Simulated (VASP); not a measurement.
# P (R-3m) in VASP: single point with PBE

Aim: the single point of P with PBE.

Everything below comes from runs of VASP 6.6.1. Logs are shortened: lines on timing, memory, paths and dates and some standing lists are left out, and cuts for length are marked.

## 1. The cell of the first run

The typed cell holds 2 atoms: a = 3.615 Å, b = 3.615 Å, c = 3.615 Å, α = 33.59°, β = 33.59°, γ = 33.59°.

This isn't the form of P at room conditions, which is orthorhombic.

## 2. Single point, PBE (6.44 Å³/atom)

Input file POSCAR:

```
P
1.0
    1.0446323086     -0.6031187446      3.4079196486
    0.0000000000      1.2062374892      3.4079196486
   -1.0446323086     -0.6031187446      3.4079196486
P
2
Direct
    0.2500001350      0.2500001350      0.2500001350
   -0.2500001350     -0.2500001350     -0.2500001350
```

Input file INCAR.step1:

```
PREC = Accurate
ENCUT = 520
EDIFF = 1E-7
ISMEAR = -1
SIGMA = 0.05
LREAL = False
LASPH = True
NELM = 80
ALGO = Normal
ISIF = 2
LWAVE = False
LCHARG = True
GGA = PE
NBANDS = 12
```

Input file KPOINTS.step1:

```
regular mesh
0
Gamma
  15 15 15
```

Input file INCAR.step2:

```
PREC = Accurate
ENCUT = 520
EDIFF = 1E-7
ISMEAR = -5
SIGMA = 0.05
LREAL = False
LASPH = True
NELM = 80
ALGO = Normal
ISIF = 2
LWAVE = False
LCHARG = False
GGA = PE
LORBIT = 10
NEDOS = 2001
ICHARG = 11
```

Input file KPOINTS.step2:

```
regular mesh
0
Gamma
  23 23 23
```

Potentials or basis: VASP PAW PBE potentials, release 64 (P).

Run with:

```
> cat potpaw_PBE.64/P/POTCAR > POTCAR
> cp INCAR.step1 INCAR
> cp KPOINTS.step1 KPOINTS
> mpirun -np 1 vasp_std > vasp.out
> cp INCAR.step2 INCAR
> cp KPOINTS.step2 KPOINTS
> mpirun -np 1 vasp_std > vasp.out
```

OUTCAR:

```text
PREC = Accurate
   ENCUT = 520
   EDIFF = 1E-7
   ISMEAR = -5
   LREAL = False
   LASPH = True
   NELM = 80
   ISIF = 2
   GGA = PE
   LORBIT = 10
   ICHARG = 11

 ion  position               nearest neighbor table
   1  0.250  0.250  0.250-   2 2.09   2 2.09   2 2.09   2 2.09   2 2.09   2 2.09   2 2.95   2 2.95
                             2 2.95
   2  0.750  0.750  0.750-   1 2.09   1 2.09   1 2.09   1 2.09   1 2.09   1 2.09   1 2.95   1 2.95
                             1 2.95

  LATTYP: Found a trigonal (rhomboedric) cell.
 ALAT       =     3.6150968468
 COS(alpha) =     0.8329997850

  Lattice vectors:

 A1 = (   1.0446323086,  -0.6031187446,   3.4079196486)
 A2 = (   0.0000000000,   1.2062374892,   3.4079196486)
 A3 = (  -1.0446323086,  -0.6031187446,   3.4079196486)

Analysis of symmetry for initial positions (statically):
=====================================================================
 Subroutine PRICEL returns following result:

  LATTYP: Found a trigonal (rhomboedric) cell.
 ALAT       =     2.0877014562
 COS(alpha) =     0.4992498915

  Lattice vectors:

 A1 = (   1.0446323086,   0.6031187446,   1.7039625847)
 A2 = (  -1.0446323086,   0.6031187446,   1.7039570639)
 A3 = (   0.0000000000,  -1.2062374892,   1.7039625847)

   2 primitive cells build up your supercell.

 Routine SETGRP: Setting up the symmetry group for a
 trigonal (rhombohedral) supercell.

 Subroutine GETGRP returns: Found 12 space group operations
 (whereof 12 operations were pure point group operations)
 out of a pool of 12 trial point group operations.

The static configuration has the point symmetry D_3d.

Analysis of symmetry for dynamics (positions and initial velocities):
=====================================================================
 Subroutine PRICEL returns following result:

  LATTYP: Found a trigonal (rhomboedric) cell.
 ALAT       =     2.0877014562
 COS(alpha) =     0.4992498915

  Lattice vectors:

 A1 = (   1.0446323086,   0.6031187446,   1.7039625847)
 A2 = (  -1.0446323086,   0.6031187446,   1.7039570639)
 A3 = (   0.0000000000,  -1.2062374892,   1.7039625847)

   2 primitive cells build up your supercell.

 Routine SETGRP: Setting up the symmetry group for a
 trigonal (rhombohedral) supercell.

 Subroutine GETGRP returns: Found 12 space group operations
 (whereof 12 operations were pure point group operations)
 out of a pool of 12 trial point group operations.

The dynamic configuration has the point symmetry D_3d.

 Subroutine INISYM returns: Found 12 space group operations
 (whereof 12 operations are pure point group operations),
 and found     2 'primitive' translations

----------------------------------------------------------------------------------------

                                     Primitive cell

  volume of cell :       6.4414

  direct lattice vectors                    reciprocal lattice vectors
     1.044632309  0.603118745  1.703962585     0.478636795  0.276341679  0.195622660
    -1.044632309  0.603118745  1.703957064    -0.478637829  0.276341679  0.195622660
     0.000000000 -1.206237489  1.703962585    -0.000000517 -0.552682463  0.195622660

  length of vectors
     2.087701456  2.087696950  2.087701456     0.586281613  0.586282457  0.586281613

  position of ions in fractional coordinates (direct lattice)
     0.500000000  0.500000000  0.500000000

  ion indices of the primitive-cell ions
   primitive index   ion index
                 1           1

----------------------------------------------------------------------------------------

 KPOINTS: regular mesh

Automatic generation of k-mesh.
 Grid dimensions read from file:
 generate k-points for:   23   23   23

 Generating k-lattice:

  Cartesian coordinates                     Fractional coordinates (reciprocal lattice)
     0.020810318 -0.012014843  0.004252669     0.043478261  0.000000000  0.000000000
     0.000000000  0.024029685  0.004252669     0.000000000  0.043478261  0.000000000
    -0.020810318 -0.012014843  0.004252669     0.000000000  0.000000000  0.043478261

  Length of vectors
     0.024403093  0.024403093  0.024403093

  Shift w.r.t. Gamma in fractional coordinates (k-lattice)
     0.000000000  0.000000000  0.000000000

 TETIRR: Found   6095 inequivalent tetrahedra from    73002

 Subroutine IBZKPT returns following result:
 ===========================================

 Found   1156 irreducible k-points:

 Following reciprocal coordinates:
            Coordinates               Weight
  0.000000  0.000000  0.000000      1.000000
  0.043478 -0.000000  0.000000      6.000000
  0.086957 -0.000000 -0.000000      6.000000
  0.130435 -0.000000  0.000000      6.000000
  0.173913 -0.000000 -0.000000      6.000000
  0.217391  0.000000 -0.000000      6.000000
[... 16 lines left out ...]
  0.478261  0.043478 -0.000000     12.000000
 -0.478261  0.043478  0.000000     12.000000
 [... further k-points ...]
   k-points           NKPTS =   1156   k-points in BZ     NKDIM =   1156   number of bands    NBANDS=      9
   number of dos      NEDOS =   2001   number of ions     NIONS =      2
   total plane-waves  NPLWV =  21952
   dimension x,y,z NGX =    28 NGY =   28 NGZ =   28
   dimension x,y,z NGXF=    56 NGYF=   56 NGZF=   56
   ions per type =               2
   NGX,Y,Z   is equivalent  to a cutoff of  12.88, 12.88, 12.88 a.u.
   NGXF,Y,Z  is equivalent  to a cutoff of  25.75, 25.75, 25.75 a.u.
 SYSTEM =  unknown system
   PREC   = accura    normal or accurate (medium, high low for compatibility)
   ISTART =      0    job   : 0-new  1-cont  2-samecut
   ICHARG =     11    charge: 1-file 2-atom 10-const
   ISPIN  =      1    spin polarized calculation?
   LNONCOLLINEAR =      F non collinear calculations
   LSORBIT =      F    spin-orbit coupling
   LASPH  =      T    aspherical Exc in radial PAW
   ENCUT  =  520.0 eV  38.22 Ry    6.18 a.u.   6.72  6.72  6.72*2*pi/ulx,y,z
   NELM   =     80;   NELMIN=  2; NELMDL=  0     # of ELM steps
   EDIFF  = 0.1E-06   stopping-criterion for ELM
   LREAL  =      F    real-space projection
   EDIFFG = 0.1E-05   stopping-criterion for IOM
   NSW    =      0    number of steps for IOM
   IBRION =     -1    ionic relax: 0-MD 1-quasi-New 2-CG
   NFREE  =      0    steps in history (QN), initial steepest desc. (CG)
   ISIF   =      2    stress and relaxation
   ISYM   =      2    0-nonsym 1-usesym 2-fastsym
   POTIM  = 0.5000    time-step for ionic-motion
   TEBEG  =    0.0;   TEEND  =   0.0 temperature during run
   PSTRESS=    0.0 pullay stress
   NELECT =      10.0000    total number of electrons
   NUPDOWN=      -1.0000    fix difference up-down
   EMIN   =  10.00;   EMAX   =-10.00  energy-range for DOS
   EFERMI =   0.00;   METHOD = LEGACY
   ISMEAR =    -5;   SIGMA  =   0.05  broadening in eV -4-tet -1-fermi 0-gaus
   EFERMI_NEDOS =   21; number of points for ismear=-14 and -15
   IALGO  =     38    algorithm
   IMIX   =      4    mixing-type and parameters
     AMIX     =   0.40;   BMIX     =  1.00
     AMIX_MAG =   1.60;   BMIX_MAG =  1.00
  volume/ion in A,a.u.               =       6.44        43.47
  Fermi-wavevector in a.u.,A,eV,Ry     =   1.504547  2.843182 30.799003  2.263663
  Thomas-Fermi vector in A             =   2.615513
   LORBIT       =     10    0 simple, 1 ext, 2 COOP (PROOUT), +10 PAW based schemes
   GGA     = PE    functional components
   LHFCALC =     F    Hartree Fock is set to
   AEXX    =    0.0000 exact exchange contribution
   IVDW    =     0    specifies the selected vdW correction
   LEPSILON=     F    determine dielectric tensor
   LRPA    =     F    only Hartree local field effects (RPA)
 non-spin polarized calculation
 Fermi weights with tetrahedron method with Bloechl corrections
  energy-cutoff  :      520.00
  volume of cell :       12.88
 maximum number of plane-waves:       359

 number of electron      10.0000001 magnetization

 Free energy of the ion-electron system (eV)
  ---------------------------------------------------
  ext. energy  EPLUGINS =         0.00000000
  ---------------------------------------------------
  free energy    TOTEN  =         0.24261050 eV

  energy without entropy =        0.24261050  energy(sigma->0) =        0.24261050

 E-fermi :  25.9528     XC(G=0): -15.3248

 val. band max:       26.3292997659   @ k =  -0.4348  -0.4348   0.1304
 cond. band min:      25.6273932568   @ k =  -0.3913   0.2609   0.2174
 fundamental gap:     -0.7019065091
 Fermi energy:        25.9527784832

 k-point     1 :       0.0000    0.0000    0.0000
  band No.  band energies     occupation
      1      -2.0550      2.00000
      2       9.0805      2.00000
      3      10.5649      2.00000
      4      37.3459      0.00000
      5      37.3459      0.00000
      6      38.8186      0.00000
      7      38.8334      0.00000
      8      39.2580      0.00000
      9      39.2967      0.00000

 k-point     2 :       0.0435   -0.0000    0.0000
  band No.  band energies     occupation
      1      -1.9705      2.00000
      2       9.0862      2.00000
      3      10.7148      2.00000
      4      35.6414      0.00000
      5      36.4955      0.00000
      6      38.1311      0.00000
      7      38.7369      0.00000
      8      39.1726      0.00000
      9      39.2764      0.00000

 k-point     3 :       0.0870   -0.0000   -0.0000
  band No.  band energies     occupation
      1      -1.7174      2.00000
      2       9.1349      2.00000
      3      11.1312      2.00000
      4      32.9086      0.00000
      5      35.3106      0.00000
      6      35.9081      0.00000
      7      37.6381      0.00000
      8      38.7495      0.00000
      9      38.9666      0.00000

 k-point     4 :       0.1304   -0.0000    0.0000
  band No.  band energies     occupation
      1      -1.2963      2.00000
      2       9.2775      2.00000
      3      11.7589      2.00000
      4      30.0357      0.00000
      5      33.4680      0.00000
      6      34.2183      0.00000
      7      36.4269      0.00000
      8      38.1608      0.00000
      9      38.2022      0.00000

 k-point     5 :       0.1739   -0.0000   -0.0000
  band No.  band energies     occupation
      1      -0.7086      2.00000
      2       9.5450      2.00000
      3      12.5566      2.00000
      4      27.2068     -0.04180
      5      31.0341      0.00000
      6      33.2555      0.00000
      7      35.2616      0.00000
      8      37.3282      0.00000
      9      37.4719      0.00000

 k-point     6 :       0.2174    0.0000   -0.0000
  band No.  band energies     occupation
      1       0.0440      2.00000
      2       9.9517      2.00000
      3      13.4874      2.00000
      4      24.5039      2.10546
      5      28.6767     -0.00375
      6      32.4294      0.00000
      7      34.1948      0.00000
      8      36.4870      0.00000
      9      36.7169      0.00000
[... 169 lines left out ...]
 k-point    21 :       0.3913    0.0435   -0.0000
  band No.  band energies     occupation
      1       4.0644      2.00000
      2      12.0854      2.00000
      3      14.5701      2.00000
      4      20.0539      2.00000
      5      21.7074      2.00000
      6      29.5566      0.00000
      7      29.6876      0.00000
      8      31.1748      0.00000
      9      35.8074      0.00000

 k-point    22 :       0.4348    0.0435   -0.0000
  band No.  band energies     occupation
      1       5.5262      2.00000
      2      12.1985      2.00000
      3      13.6751      2.00000
      4      19.9266      2.00000
      5      21.4201      2.00000
      6      27.9595     -0.01242
      7      29.4930      0.00000
      8      29.9250      0.00000
      9      35.4220      0.00000

 k-point    23 :       0.4783    0.0435   -0.0000
  band No.  band energies     occupation
      1       7.1288      2.00000
      2      10.5079      2.00000
      3      14.6754      2.00000
      4      18.2818      2.00000
      5      23.1183      2.00000
      6      25.9267      1.10291
      7      29.3871      0.00000
      8      29.4495      0.00000
      9      35.2044      0.00000

 k-point    24 :      -0.4783    0.0435    0.0000
  band No.  band energies     occupation
      1       8.6959      2.00000
      2       8.8586      2.00000
      3      16.0228      2.00000
      4      16.7798      2.00000
      5      23.9235      2.00000
      6      25.0024      2.04736
      7      29.1117      0.00000
      8      29.5662      0.00000
      9      35.0369      0.00000

 [... further k-points ...]

------------------------ aborting loop because EDIFF is reached ----------------------------------------

  FORCE on cell =-STRESS in cart. coord.  units (eV):
  Direction    XX          YY          ZZ          XY          YZ          ZX
  --------------------------------------------------------------------------------------
  -------------------------------------------------------------------------------------
  Total       28.8629295     28.8629295     29.0003854     -0.0000000      0.0000000      0.0000000
  in kB     3589.5839445   3589.5839448   3606.6788638     -0.0000000      0.0000000      0.0000000
  external PRESSURE =    3595.2822510 kB  Pullay stress =       0.0000000 kB

 VOLUME and BASIS-vectors are now :
 -----------------------------------------------------------------------------
  energy-cutoff  :      520.00
  volume of cell :       12.88
      direct lattice vectors                 reciprocal lattice vectors
     1.044632309 -0.603118745  3.407919649     0.478637312 -0.276341381  0.097811383
     0.000000000  1.206237489  3.407919649     0.000000000  0.552682762  0.097811383
    -1.044632309 -0.603118745  3.407919649    -0.478637312 -0.276341381  0.097811383

 POSITION                                       TOTAL-FORCE (eV/Angst)
 -----------------------------------------------------------------------------------
      0.00000      0.00000      2.55594         0.000000      0.000000     -0.000000
      0.00000      0.00000      7.66782         0.000000      0.000000      0.000000
 -----------------------------------------------------------------------------------
    total drift:                               -0.000000      0.000000     -0.000000

  FREE ENERGIE OF THE ION-ELECTRON SYSTEM (eV)
  ---------------------------------------------------
  free  energy   TOTEN  =         0.2426104975 eV

  energy  without entropy=        0.2426104975  energy(sigma->0) =        0.24261050

 total charge

# of ion       s       p       d       tot
------------------------------------------
    1        1.084   1.677   0.000   2.761
    2        1.084   1.677   0.000   2.761
--------------------------------------------------
tot          2.168   3.353   0.000   5.521
```

Run time: 5 min. Hardware: 1 thread of Intel Xeon 8259CL, shared host; peak memory 0.24 GiB.

Results:

```
Valence electrons inside the program's atomic spheres : P 2.76
```

Levels at points of the mesh, in eV from the Fermi level:
```
           k point  band 3  band 4  band 5  band 6  band 7  band 8
(0.00, 0.00, 0.00)  -15.39   11.39   11.39   12.87   12.88   13.31
```

Caveat: tetrahedron occupations give inexact forces and stress in metals.
